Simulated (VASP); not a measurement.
# Y (Pm-3m) in VASP: notebook, part 2 of 2

VASP 6.6.1. The steps go on from the part before.

## Step 3: Single point, PBEsol

This run uses another cell than the first one, of 32.91 Å³/atom.

Input file INCAR:

```
SYSTEM = Y
PREC = Accurate ; ENCUT = 500
EDIFF = 1E-6 ; ISMEAR = -1
SIGMA = 0.1 ; LREAL = .False.
LASPH = .True. ; NELM = 120
ALGO = Normal ; ISIF = 2
LWAVE = .False. ; LCHARG = .False.
GGA = PS ; NBANDS = 12
GGA_COMPAT = .False.
```

Input file KPOINTS:

```
regular mesh
0
Gamma
  7 7 7
  0 0 0
```

Input file POSCAR:

```
Y
1.0
    3.2044594299      0.0000000000      0.0000000000
    0.0000000000      3.2044594299      0.0000000000
    0.0000000000      0.0000000000      3.2044594299
Y
1
Direct
    0.0000000000      0.0000000000      0.0000000000
```

Potentials or basis: VASP PAW PBE potentials, release 64 (Y_sv).

Command:

```console
$ cat potpaw_PBE.64/Y_sv/POTCAR > POTCAR
$ mpirun -np 1 vasp_std > vasp.out
```

OUTCAR:

```text
SYSTEM = Y
   PREC = Accurate
   ENCUT = 500
   EDIFF = 1E-6
   ISMEAR = -1
   LREAL = .False.
   LASPH = .True.
   NELM = 120
   ISIF = 2
   GGA = PS

 ion  position               nearest neighbor table
   1  0.000  0.000  0.000-

  LATTYP: Found a simple cubic cell.
 ALAT       =     3.2044594299

  Lattice vectors:

 A1 = (   3.2044594299,   0.0000000000,   0.0000000000)
 A2 = (   0.0000000000,   3.2044594299,   0.0000000000)
 A3 = (   0.0000000000,   0.0000000000,   3.2044594299)

Analysis of symmetry for initial positions (statically):
=====================================================================
 Subroutine PRICEL returns:
 Original cell was already a primitive cell.

 Routine SETGRP: Setting up the symmetry group for a
 simple cubic supercell.

 Subroutine GETGRP returns: Found 48 space group operations
 (whereof 48 operations were pure point group operations)
 out of a pool of 48 trial point group operations.

The static configuration has the point symmetry O_h .

Analysis of symmetry for dynamics (positions and initial velocities):
=====================================================================
 Subroutine PRICEL returns:
 Original cell was already a primitive cell.

 Routine SETGRP: Setting up the symmetry group for a
 simple cubic supercell.

 Subroutine GETGRP returns: Found 48 space group operations
 (whereof 48 operations were pure point group operations)
 out of a pool of 48 trial point group operations.

The dynamic configuration has the point symmetry O_h .

 Subroutine INISYM returns: Found 48 space group operations
 (whereof 48 operations are pure point group operations),
 and found     1 'primitive' translations

----------------------------------------------------------------------------------------

                                     Primitive cell

  volume of cell :      32.9052

  direct lattice vectors                    reciprocal lattice vectors
     3.204459430  0.000000000  0.000000000     0.312065115  0.000000000  0.000000000
     0.000000000  3.204459430  0.000000000     0.000000000  0.312065115  0.000000000
     0.000000000  0.000000000  3.204459430     0.000000000  0.000000000  0.312065115

  length of vectors
     3.204459430  3.204459430  3.204459430     0.312065115  0.312065115  0.312065115

  position of ions in fractional coordinates (direct lattice)
     0.000000000  0.000000000  0.000000000

  ion indices of the primitive-cell ions
   primitive index   ion index
                 1           1

----------------------------------------------------------------------------------------

 KPOINTS: regular mesh

Automatic generation of k-mesh.
 Grid dimensions read from file:
 generate k-points for:    7    7    7

 Generating k-lattice:

  Cartesian coordinates                     Fractional coordinates (reciprocal lattice)
     0.044580731  0.000000000  0.000000000     0.142857143  0.000000000  0.000000000
     0.000000000  0.044580731  0.000000000     0.000000000  0.142857143  0.000000000
     0.000000000  0.000000000  0.044580731     0.000000000  0.000000000  0.142857143

  Length of vectors
     0.044580731  0.044580731  0.044580731

  Shift w.r.t. Gamma in fractional coordinates (k-lattice)
     0.000000000  0.000000000  0.000000000

 Subroutine IBZKPT returns following result:
 ===========================================

 Found     20 irreducible k-points:

 Following reciprocal coordinates:
            Coordinates               Weight
  0.000000  0.000000  0.000000      1.000000
  0.142857  0.000000  0.000000      6.000000
  0.285714  0.000000  0.000000      6.000000
  0.428571  0.000000  0.000000      6.000000
  0.142857  0.142857  0.000000     12.000000
  0.285714  0.142857  0.000000     24.000000
[... 12 lines left out ...]
  0.428571  0.428571  0.285714     24.000000
  0.428571  0.428571  0.428571      8.000000
   k-points           NKPTS =     20   k-points in BZ     NKDIM =     20   number of bands    NBANDS=     12
   number of dos      NEDOS =    301   number of ions     NIONS =      1
   total plane-waves  NPLWV =  13824
   dimension x,y,z NGX =    24 NGY =   24 NGZ =   24
   dimension x,y,z NGXF=    48 NGYF=   48 NGZF=   48
   ions per type =               1
   NGX,Y,Z   is equivalent  to a cutoff of  12.45, 12.45, 12.45 a.u.
   NGXF,Y,Z  is equivalent  to a cutoff of  24.90, 24.90, 24.90 a.u.
 SYSTEM =  Y
   PREC   = accura    normal or accurate (medium, high low for compatibility)
   ISTART =      0    job   : 0-new  1-cont  2-samecut
   ICHARG =      2    charge: 1-file 2-atom 10-const
   ISPIN  =      1    spin polarized calculation?
   LNONCOLLINEAR =      F non collinear calculations
   LSORBIT =      F    spin-orbit coupling
   LASPH  =      T    aspherical Exc in radial PAW
   ENCUT  =  500.0 eV  36.75 Ry    6.06 a.u.   5.84  5.84  5.84*2*pi/ulx,y,z
   NELM   =    120;   NELMIN=  2; NELMDL= -5     # of ELM steps
   EDIFF  = 0.1E-05   stopping-criterion for ELM
   LREAL  =      F    real-space projection
   EDIFFG = 0.1E-04   stopping-criterion for IOM
   NSW    =      0    number of steps for IOM
   IBRION =     -1    ionic relax: 0-MD 1-quasi-New 2-CG
   NFREE  =      0    steps in history (QN), initial steepest desc. (CG)
   ISIF   =      2    stress and relaxation
   ISYM   =      2    0-nonsym 1-usesym 2-fastsym
   POTIM  = 0.5000    time-step for ionic-motion
   TEBEG  =    0.0;   TEEND  =   0.0 temperature during run
   PSTRESS=    0.0 pullay stress
   NELECT =      11.0000    total number of electrons
   NUPDOWN=      -1.0000    fix difference up-down
   EMIN   =  10.00;   EMAX   =-10.00  energy-range for DOS
   EFERMI =   0.00;   METHOD = LEGACY
   ISMEAR =    -1;   SIGMA  =   0.10  broadening in eV -4-tet -1-fermi 0-gaus
   EFERMI_NEDOS =   21; number of points for ismear=-14 and -15
   IALGO  =     38    algorithm
   IMIX   =      4    mixing-type and parameters
     AMIX     =   0.40;   BMIX     =  1.00
     AMIX_MAG =   1.60;   BMIX_MAG =  1.00
  volume/ion in A,a.u.               =      32.91       222.06
  Fermi-wavevector in a.u.,A,eV,Ry     =   1.136190  2.147088 17.564137  1.290928
  Thomas-Fermi vector in A             =   2.272895
   LORBIT       =      0    0 simple, 1 ext, 2 COOP (PROOUT), +10 PAW based schemes
   GGA     = PS    functional components
   LHFCALC =     F    Hartree Fock is set to
   AEXX    =    0.0000 exact exchange contribution
   IVDW    =     0    specifies the selected vdW correction
   LEPSILON=     F    determine dielectric tensor
   LRPA    =     F    only Hartree local field effects (RPA)
 non-spin polarized calculation
  energy-cutoff  :      500.00
  volume of cell :       32.91
 maximum number of plane-waves:       861
 NGX is ok and might be reduce to    24
   NGX = 11   NGY = 11   NGZ = 11

 number of electron      11.0000002 magnetization

 Free energy of the ion-electron system (eV)
  ---------------------------------------------------
  ext. energy  EPLUGINS =         0.00000000
  ---------------------------------------------------
  free energy    TOTEN  =        -6.05303436 eV

  energy without entropy =       -5.97372327  energy(sigma->0) =       -6.01337882

 E-fermi :   2.8837     XC(G=0):  -9.4742

 val. band max:        2.8770875022   @ k =   0.4286   0.4286   0.0000
 cond. band min:       2.8842205599   @ k =   0.4286   0.0000   0.0000
 fundamental gap:      0.0071330578
 Fermi energy:         2.8837296680

 k-point     1 :       0.0000    0.0000    0.0000
  band No.  band energies     occupation
      1     -39.9355      2.00000
      2     -19.5433      2.00000
      3     -19.5433      2.00000
      4     -19.5433      2.00000
      5      -1.6967      2.00000
      6       2.1793      1.99826
      7       2.1793      1.99826
      8       8.3920      0.00000
      9       8.3920      0.00000
     10       8.3920      0.00000
     11      13.3659      0.00000
     12      13.3659      0.00000
[... 271 lines left out ...]
 k-point    20 :       0.4286    0.4286    0.4286
  band No.  band energies     occupation
      1     -39.7033      2.00000
      2     -20.1281      2.00000
      3     -20.1222      2.00000
      4     -20.1222      2.00000
      5       2.1155      1.99908
      6       2.4248      1.97988
      7       2.4248      1.97988
      8       8.7387      0.00000
      9       8.7387      0.00000
     10       9.1416      0.00000
     11       9.9544      0.00000
     12      12.6065      0.00000

------------------------ aborting loop because EDIFF is reached ----------------------------------------

  FORCE on cell =-STRESS in cart. coord.  units (eV):
  Direction    XX          YY          ZZ          XY          YZ          ZX
  --------------------------------------------------------------------------------------
  -------------------------------------------------------------------------------------
  Total       -0.0070023     -0.0070023     -0.0070023     -0.0000000     -0.0000000      0.0000000
  in kB       -0.3409460     -0.3409460     -0.3409460     -0.0000000     -0.0000000      0.0000000
  external PRESSURE =      -0.3409460 kB  Pullay stress =       0.0000000 kB

 VOLUME and BASIS-vectors are now :
 -----------------------------------------------------------------------------
  energy-cutoff  :      500.00
  volume of cell :       32.91
      direct lattice vectors                 reciprocal lattice vectors
     3.204459430  0.000000000  0.000000000     0.312065115  0.000000000  0.000000000
     0.000000000  3.204459430  0.000000000     0.000000000  0.312065115  0.000000000
     0.000000000  0.000000000  3.204459430     0.000000000  0.000000000  0.312065115

 POSITION                                       TOTAL-FORCE (eV/Angst)
 -----------------------------------------------------------------------------------
      0.00000      0.00000      0.00000         0.000000      0.000000      0.000000
 -----------------------------------------------------------------------------------
    total drift:                                0.000000      0.000000      0.000000

  FREE ENERGIE OF THE ION-ELECTRON SYSTEM (eV)
  ---------------------------------------------------
  free  energy   TOTEN  =        -6.0530343649 eV

  energy  without entropy=       -5.9737232695  energy(sigma->0) =       -6.01337882
```

stdout:

```text
POSCAR found type information on POSCAR Y
 POSCAR found :  1 types and       1 ions
 scaLAPACK will be used
 -----------------------------------------------------------------------------
|                                                                             |
|                                                                             |
|     You enforced a specific xc type in the INCAR file but a different       |
|     I HOPE YOU KNOW WHAT YOU ARE DOING!                                     |
|                                                                             |
 -----------------------------------------------------------------------------

 LDA part: xc-table for (Slater+PW92), standard interpolation
 POSCAR, INCAR and KPOINTS ok, starting setup
 FFT: planning ... GRIDC
 FFT: planning ... GRID_SOFT
 FFT: planning ... GRID
 WAVECAR not read
 entering main loop
```

Wall time 4.9 s (1 thread of Intel Xeon 6975P-C (Granite Rapids), shared host); peak memory 0.14 GiB.

Results:

```
Free energy            : -6.0530 eV
Pressure               : 0.0 GPa
Band gap on the k mesh : zero (an odd number of electrons rules out a gap without spin polarisation)
```

Caveat: the PAW data sets were made with another functional, which shifts forces and pressure a little.

## Step 4: Single point, PBEsol

This run uses another cell than the first one, of 32.91 Å³/atom.

Input file INCAR:

```
PREC = Accurate
ENCUT = 500
EDIFF = 1E-6
ISMEAR = -1
SIGMA = 0.1
LREAL = F
LASPH = T
NELM = 120
ALGO = Normal
ISIF = 2
LWAVE = F
LCHARG = T
GGA = PS
LELF = T
LVHAR = T
NBANDS = 12
GGA_COMPAT = F
```

Input file KPOINTS:

```
Automatic mesh
0
Gamma
  7 7 7
```

POSCAR is that of step 3.

Potentials or basis: VASP PAW PBE potentials, release 64 (Y_sv).

Command:

```console
$ cat potpaw_PBE.64/Y_sv/POTCAR > POTCAR
$ mpirun -np 1 vasp_std > vasp.out
```

OUTCAR:

```text
PREC = Accurate
   ENCUT = 500
   EDIFF = 1E-6
   ISMEAR = -1
   LREAL = F
   LASPH = T
   NELM = 120
   ISIF = 2
   GGA = PS

 ion  position               nearest neighbor table
   1  0.000  0.000  0.000-

  LATTYP: Found a simple cubic cell.
 ALAT       =     3.2044594299

  Lattice vectors:

 A1 = (   3.2044594299,   0.0000000000,   0.0000000000)
 A2 = (   0.0000000000,   3.2044594299,   0.0000000000)
 A3 = (   0.0000000000,   0.0000000000,   3.2044594299)

Analysis of symmetry for initial positions (statically):
=====================================================================
 Subroutine PRICEL returns:
 Original cell was already a primitive cell.

 Routine SETGRP: Setting up the symmetry group for a
 simple cubic supercell.

 Subroutine GETGRP returns: Found 48 space group operations
 (whereof 48 operations were pure point group operations)
 out of a pool of 48 trial point group operations.

The static configuration has the point symmetry O_h .

Analysis of symmetry for dynamics (positions and initial velocities):
=====================================================================
 Subroutine PRICEL returns:
 Original cell was already a primitive cell.

 Routine SETGRP: Setting up the symmetry group for a
 simple cubic supercell.

 Subroutine GETGRP returns: Found 48 space group operations
 (whereof 48 operations were pure point group operations)
 out of a pool of 48 trial point group operations.

The dynamic configuration has the point symmetry O_h .

 Subroutine INISYM returns: Found 48 space group operations
 (whereof 48 operations are pure point group operations),
 and found     1 'primitive' translations

----------------------------------------------------------------------------------------

[... 107 lines left out ...]
  Fermi-wavevector in a.u.,A,eV,Ry     =   1.136190  2.147088 17.564137  1.290928
  Thomas-Fermi vector in A             =   2.272895
   LORBIT       =      0    0 simple, 1 ext, 2 COOP (PROOUT), +10 PAW based schemes
   GGA     = PS    functional components
   LHFCALC =     F    Hartree Fock is set to
   AEXX    =    0.0000 exact exchange contribution
   IVDW    =     0    specifies the selected vdW correction
   LEPSILON=     F    determine dielectric tensor
   LRPA    =     F    only Hartree local field effects (RPA)
 non-spin polarized calculation
  energy-cutoff  :      500.00
  volume of cell :       32.91
 maximum number of plane-waves:       861
 NGX is ok and might be reduce to    24
   NGX = 11   NGY = 11   NGZ = 11

 number of electron      11.0000002 magnetization

 Free energy of the ion-electron system (eV)
  ---------------------------------------------------
  ext. energy  EPLUGINS =         0.00000000
  ---------------------------------------------------
  free energy    TOTEN  =        -6.05303436 eV

  energy without entropy =       -5.97372327  energy(sigma->0) =       -6.01337882

 E-fermi :   2.8837     XC(G=0):  -9.4742

 val. band max:        2.8770875022   @ k =   0.4286   0.4286   0.0000
 cond. band min:       2.8842205599   @ k =   0.4286   0.0000   0.0000
 fundamental gap:      0.0071330578
 Fermi energy:         2.8837296680

 k-point     1 :       0.0000    0.0000    0.0000
  band No.  band energies     occupation
      1     -39.9355      2.00000
      2     -19.5433      2.00000
      3     -19.5433      2.00000
      4     -19.5433      2.00000
      5      -1.6967      2.00000
      6       2.1793      1.99826
      7       2.1793      1.99826
      8       8.3920      0.00000
      9       8.3920      0.00000
     10       8.3920      0.00000
     11      13.3659      0.00000
     12      13.3659      0.00000
[... 271 lines left out ...]
 k-point    20 :       0.4286    0.4286    0.4286
  band No.  band energies     occupation
      1     -39.7033      2.00000
      2     -20.1281      2.00000
      3     -20.1222      2.00000
      4     -20.1222      2.00000
      5       2.1155      1.99908
      6       2.4248      1.97988
      7       2.4248      1.97988
      8       8.7387      0.00000
      9       8.7387      0.00000
     10       9.1416      0.00000
     11       9.9544      0.00000
     12      12.6065      0.00000

------------------------ aborting loop because EDIFF is reached ----------------------------------------

  FORCE on cell =-STRESS in cart. coord.  units (eV):
  Direction    XX          YY          ZZ          XY          YZ          ZX
  --------------------------------------------------------------------------------------
  -------------------------------------------------------------------------------------
  Total       -0.0070023     -0.0070023     -0.0070023     -0.0000000     -0.0000000      0.0000000
  in kB       -0.3409460     -0.3409460     -0.3409460     -0.0000000     -0.0000000      0.0000000
  external PRESSURE =      -0.3409460 kB  Pullay stress =       0.0000000 kB

 VOLUME and BASIS-vectors are now :
 -----------------------------------------------------------------------------
  energy-cutoff  :      500.00
  volume of cell :       32.91
      direct lattice vectors                 reciprocal lattice vectors
     3.204459430  0.000000000  0.000000000     0.312065115  0.000000000  0.000000000
     0.000000000  3.204459430  0.000000000     0.000000000  0.312065115  0.000000000
     0.000000000  0.000000000  3.204459430     0.000000000  0.000000000  0.312065115

 POSITION                                       TOTAL-FORCE (eV/Angst)
 -----------------------------------------------------------------------------------
      0.00000      0.00000      0.00000         0.000000      0.000000      0.000000
 -----------------------------------------------------------------------------------
    total drift:                                0.000000      0.000000      0.000000

  FREE ENERGIE OF THE ION-ELECTRON SYSTEM (eV)
  ---------------------------------------------------
  free  energy   TOTEN  =        -6.0530343649 eV

  energy  without entropy=       -5.9737232695  energy(sigma->0) =       -6.01337882
```

Wall time 5.7 s (1 thread of Intel Xeon 6975P-C (Granite Rapids), shared host); peak memory 0.14 GiB.

Results:

```
Free energy            : -6.0530 eV
Pressure               : 0.0 GPa
Band gap on the k mesh : zero (an odd number of electrons rules out a gap without spin polarisation)
```

Caveat: the PAW data sets were made with another functional, which shifts forces and pressure a little.
